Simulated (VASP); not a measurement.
# SnO (C2) in VASP: single point with PBEsol+D3(BJ)

Aim: the single point of SnO with PBEsol+D3(BJ).

All numbers are computed with VASP 6.6.1; they aren't measurements. Logs are shortened: lines on timing, memory, paths and dates and some standing lists are left out, and cuts for length are marked.

## (1) The cell of the first run

Symmetry: C2, No. 5, monoclinic system. Conventional cell: a = 5.332 Å, b = 5.332 Å, c = 4.563 Å, α = 90.00°, β = 90.00°, γ = 90.00°. Sn (site symmetry 1) has 4 O at 2.08 to 2.35 Å within 2.8 Å. O (site symmetry 2) has 4 Sn at 2.08 to 2.35 Å and 4 O at 2.44 to 2.89 Å within 2.9 Å. O (site symmetry 2) has 4 Sn at 2.21 Å and 4 O at 2.44 to 2.89 Å within 2.9 Å.

## (2) Single point, PBEsol+D3(BJ) (atom 3 (O) moved -0.225 Å towards its neighbour atom 4 (O) at 2.666 Å)

The input, INCAR:

```
SYSTEM = SnO
PREC     = Accurate       ! precision mode
ENCUT    = 600            ! plane-wave cutoff, eV
EDIFF    = 1E-6           ! SCF threshold, eV
ISMEAR   = 0              ! smearing method
SIGMA    = 0.15           ! smearing width, eV
LREAL    = .FALSE.        ! projectors in reciprocal space
LASPH    = .TRUE.         ! aspherical terms in the spheres
NELM     = 120            ! most SCF steps
ALGO     = Normal         ! electronic algorithm
ISIF     = 2              ! what is computed and relaxed
LWAVE    = .FALSE.        ! write WAVECAR
LCHARG   = .FALSE.        ! write CHGCAR
GGA      = PS             ! functional
IVDW     = 12             ! dispersion correction
NBANDS   = 28             ! bands
GGA_COMPAT= .FALSE.
```

The input, KPOINTS:

```
Automatic mesh
0
G
  12 12 10
  0 0 0
```

The input, POSCAR:

```
SnO
1.0
    3.7703910616      0.0000000000      0.0000000000
    0.0000000000      3.7703910616      0.0000000000
    0.0000000000      0.0000000000      4.5633702865
Sn O
2 2
Direct
    0.0000000000      0.5000000000      0.2532585894
    0.5000000000      0.0000000000      0.7467414106
    0.0421969560      0.0421969560      0.0000000000
    0.5000000000      0.5000000000      0.0000000000
```

Potentials or basis: VASP PAW PBE potentials, release 64 (Sn_d, O).

Run with:

```
> cat potpaw_PBE.64/Sn_d/POTCAR potpaw_PBE.64/O/POTCAR > POTCAR
> mpirun -np 1 vasp_std > vasp.out
```

OUTCAR:

```text
SYSTEM = SnO
   PREC = Accurate
   ENCUT = 600
   EDIFF = 1E-6
   ISMEAR = 0
   LREAL = .FALSE.
   LASPH = .TRUE.
   NELM = 120
   ISIF = 2
   GGA = PS
   IVDW = 12
 IVDW          = 12

 ion  position               nearest neighbor table
   1  0.000  0.500  0.253-   3 2.08   4 2.21   4 2.21   3 2.35   2 3.49   2 3.49   2 3.49   2 3.49
                             2 3.53   2 3.53   2 3.53   2 3.53
   2  0.500  0.000  0.747-   3 2.08   4 2.21   4 2.21   3 2.35   1 3.49   1 3.49   1 3.49   1 3.49
                             1 3.53   1 3.53   1 3.53   1 3.53
   3  0.042  0.042  0.000-   1 2.08   2 2.08   1 2.35   2 2.35
   4  0.500  0.500  0.000-   1 2.21   2 2.21   2 2.21   1 2.21

  LATTYP: Found a simple tetragonal cell.
 ALAT       =     3.7703910616
 C/A-ratio  =     1.2103175007

  Lattice vectors:

 A1 = (   3.7703910616,   0.0000000000,   0.0000000000)
 A2 = (   0.0000000000,   3.7703910616,   0.0000000000)
 A3 = (   0.0000000000,   0.0000000000,   4.5633702865)

Analysis of symmetry for initial positions (statically):
=====================================================================
 Subroutine PRICEL returns:
 Original cell was already a primitive cell.

 Routine SETGRP: Setting up the symmetry group for a
 simple tetragonal supercell.

 Subroutine GETGRP returns: Found  2 space group operations
 (whereof  2 operations were pure point group operations)
 out of a pool of 16 trial point group operations.

The static configuration has the point symmetry C_2 .

Analysis of symmetry for dynamics (positions and initial velocities):
=====================================================================
 Subroutine PRICEL returns:
 Original cell was already a primitive cell.

 Routine SETGRP: Setting up the symmetry group for a
 simple tetragonal supercell.

 Subroutine GETGRP returns: Found  2 space group operations
 (whereof  2 operations were pure point group operations)
 out of a pool of 16 trial point group operations.

The dynamic configuration has the point symmetry C_2 .

 Subroutine INISYM returns: Found  2 space group operations
 (whereof  2 operations are pure point group operations),
 and found     1 'primitive' translations

----------------------------------------------------------------------------------------

                                     Primitive cell

  volume of cell :      64.8722

  direct lattice vectors                    reciprocal lattice vectors
     3.770391062  0.000000000  0.000000000     0.265224478  0.000000000  0.000000000
     0.000000000  3.770391062  0.000000000     0.000000000  0.265224478  0.000000000
[... 92 lines left out ...]
   NSW    =      0    number of steps for IOM
   IBRION =     -1    ionic relax: 0-MD 1-quasi-New 2-CG
   NFREE  =      0    steps in history (QN), initial steepest desc. (CG)
   ISIF   =      2    stress and relaxation
   ISYM   =      2    0-nonsym 1-usesym 2-fastsym
   POTIM  = 0.5000    time-step for ionic-motion
   TEBEG  =    0.0;   TEEND  =   0.0 temperature during run
   PSTRESS=    0.0 pullay stress
   NELECT =      40.0000    total number of electrons
   NUPDOWN=      -1.0000    fix difference up-down
   EMIN   =  10.00;   EMAX   =-10.00  energy-range for DOS
   EFERMI =   0.00;   METHOD = LEGACY
   ISMEAR =     0;   SIGMA  =   0.15  broadening in eV -4-tet -1-fermi 0-gaus
   EFERMI_NEDOS =   21; number of points for ismear=-14 and -15
   IALGO  =     38    algorithm
   IMIX   =      4    mixing-type and parameters
     AMIX     =   0.40;   BMIX     =  1.00
     AMIX_MAG =   1.60;   BMIX_MAG =  1.00
  volume/ion in A,a.u.               =      16.22       109.44
  Fermi-wavevector in a.u.,A,eV,Ry     =   1.393398  2.633141 26.416518  1.941559
  Thomas-Fermi vector in A             =   2.517048
   LORBIT       =      0    0 simple, 1 ext, 2 COOP (PROOUT), +10 PAW based schemes
   GGA     = PS    functional components
   LHFCALC =     F    Hartree Fock is set to
   AEXX    =    0.0000 exact exchange contribution
   IVDW    =    12    specifies the selected vdW correction
   LEPSILON=     F    determine dielectric tensor
   LRPA    =     F    only Hartree local field effects (RPA)
 non-spin polarized calculation
 Gauss-broadening in eV      SIGMA  =   0.15
  energy-cutoff  :      600.00
  volume of cell :       64.87
 maximum number of plane-waves:      2198
   NGX = 15   NGY = 15   NGZ = 19

 number of electron      40.0000017 magnetization

 Free energy of the ion-electron system (eV)
  ---------------------------------------------------
  ext. energy  EPLUGINS =         0.00000000
  ---------------------------------------------------
  free energy    TOTEN  =       -23.96280405 eV

  energy without entropy =      -23.95837930  energy(sigma->0) =      -23.96059167

 E-fermi :   7.9714     XC(G=0): -10.9293

 val. band max:        7.9665037510   @ k =   0.0000   0.0000   0.1000
 cond. band min:       7.9762161370   @ k =  -0.0833   0.0833   0.0000
 fundamental gap:      0.0097123860
 Fermi energy:         7.9713656897

 k-point     1 :       0.0000    0.0000    0.0000
  band No.  band energies     occupation
      1     -14.1264      2.00000
      2     -13.7163      2.00000
      3     -13.6401      2.00000
      4     -13.6090      2.00000
      5     -13.5820      2.00000
      6     -13.5707      2.00000
[... 733 lines left out ...]
     27      16.1734      0.00000
     28      16.6263      0.00000

 [... further k-points ...]

------------------------ aborting loop because EDIFF is reached ----------------------------------------

 Edisp (eV)   -0.93352

 E8    (eV) :    -0.6177

  FORCE on cell =-STRESS in cart. coord.  units (eV):
  Direction    XX          YY          ZZ          XY          YZ          ZX
  --------------------------------------------------------------------------------------
  -------------------------------------------------------------------------------------
  Total       0.92765     0.92765     0.54478     0.30842     0.76100    -0.76099
  in kB      22.91059    22.91059    13.45478     7.61719    18.79464   -18.79456
  external pressure =       19.76 kB  Pullay stress =        0.00 kB

 VOLUME and BASIS-vectors are now :
 -----------------------------------------------------------------------------
  energy-cutoff  :      600.00
  volume of cell :       64.87
      direct lattice vectors                 reciprocal lattice vectors
     3.770391062  0.000000000  0.000000000     0.265224478  0.000000000  0.000000000
     0.000000000  3.770391062  0.000000000     0.000000000  0.265224478  0.000000000
     0.000000000  0.000000000  4.563370286     0.000000000  0.000000000  0.219136282

 POSITION                                       TOTAL-FORCE (eV/Angst)
 -----------------------------------------------------------------------------------
      0.00000      1.88520      1.15571         0.095799      0.585165      0.284341
      1.88520      0.00000      3.40766         0.585165      0.095799     -0.284341
      0.15910      0.15910      0.00000        -1.473302     -1.473302      0.000000
      1.88520      1.88520      0.00000         0.792338      0.792338      0.000000
 -----------------------------------------------------------------------------------
    total drift:                                0.000088      0.000088      0.000000

  FREE ENERGIE OF THE ION-ELECTRON SYSTEM (eV)
  ---------------------------------------------------
  free  energy   TOTEN  =       -24.8963273797 eV

  energy  without entropy=      -24.8919026236  energy(sigma->0) =      -24.89411500
```

OSZICAR:

```text
N       E                     dE             d eps       ncg     rms          rms(c)
DAV:   1     0.434127046308E+03    0.43413E+03   -0.21315E+04 22908   0.242E+03
DAV:   2     0.384932791596E+02   -0.39563E+03   -0.38011E+03 22780   0.578E+02
DAV:   3    -0.241156700748E+02   -0.62609E+02   -0.61356E+02 25260   0.188E+02
DAV:   4    -0.271384957869E+02   -0.30228E+01   -0.30063E+01 25816   0.430E+01
DAV:   5    -0.272077283347E+02   -0.69233E-01   -0.69221E-01 24044   0.706E+00    0.109E+01
DAV:   6    -0.240223668479E+02    0.31854E+01   -0.14163E+01 36496   0.439E+01    0.484E+00
DAV:   7    -0.239977493444E+02    0.24618E-01   -0.17151E+00 25832   0.822E+00    0.242E+00
DAV:   8    -0.239726938598E+02    0.25055E-01   -0.27871E-01 27844   0.358E+00    0.759E-01
DAV:   9    -0.239621799704E+02    0.10514E-01   -0.41249E-02 36392   0.233E+00    0.209E-01
DAV:  10    -0.239627448762E+02   -0.56491E-03   -0.52815E-03 28980   0.579E-01    0.931E-02
DAV:  11    -0.239628247743E+02   -0.79898E-04   -0.26684E-04 23932   0.119E-01    0.392E-02
DAV:  12    -0.239628072718E+02    0.17503E-04   -0.21066E-04 34388   0.138E-01    0.183E-02
DAV:  13    -0.239628056944E+02    0.15773E-05   -0.23131E-05 26228   0.360E-02    0.132E-02
DAV:  14    -0.239628041272E+02    0.15673E-05   -0.80758E-06 25128   0.239E-02    0.329E-03
DAV:  15    -0.239628040527E+02    0.74499E-07   -0.10846E-06 14796   0.687E-03
   1 F= -.24896327E+02 E0= -.24894115E+02  d E =-.442476E-02
```

stdout:

```text
POSCAR found type information on POSCAR SnO
 POSCAR found :  2 types and       4 ions
 scaLAPACK will be used
 -----------------------------------------------------------------------------
|                                                                             |
|                                                                             |
|     You enforced a specific xc type in the INCAR file but a different       |
|     I HOPE YOU KNOW WHAT YOU ARE DOING!                                     |
|                                                                             |
 -----------------------------------------------------------------------------

 LDA part: xc-table for (Slater+PW92), standard interpolation
 POSCAR, INCAR and KPOINTS ok, starting setup
 FFT: planning ... GRIDC
 FFT: planning ... GRID_SOFT
 FFT: planning ... GRID
 WAVECAR not read
 entering main loop
```

Run time: 23 min. Hardware: 1 thread of Intel Xeon 8259CL, shared host; peak memory 0.75 GiB.

Results:

```
Free energy                : -24.8963 eV
Pressure                   : 2.0 GPa
Largest force              : 2.084 eV/Å
Band gap on the k mesh     : zero (bands 20 and 21 overlap by 0.53 eV)
Dispersion energy per atom : -0.233 eV
```

Forces on the atoms (eV/Å):
```
Sn   0.096  0.585  0.284
Sn   0.585  0.096 -0.284
O   -1.473 -1.473  0.000
O    0.792  0.792  0.000
```

Caveat: the cell differs from its parent crystal (atom 3 (O) moved -0.225 Å towards its neighbour atom 4 (O) at 2.666 Å); semilocal functionals underestimate gaps, and a narrow one can read as zero; the PAW data sets were made with another functional, which shifts forces and pressure a little; spin-orbit coupling is left out, which moves the levels of the heavy elements.
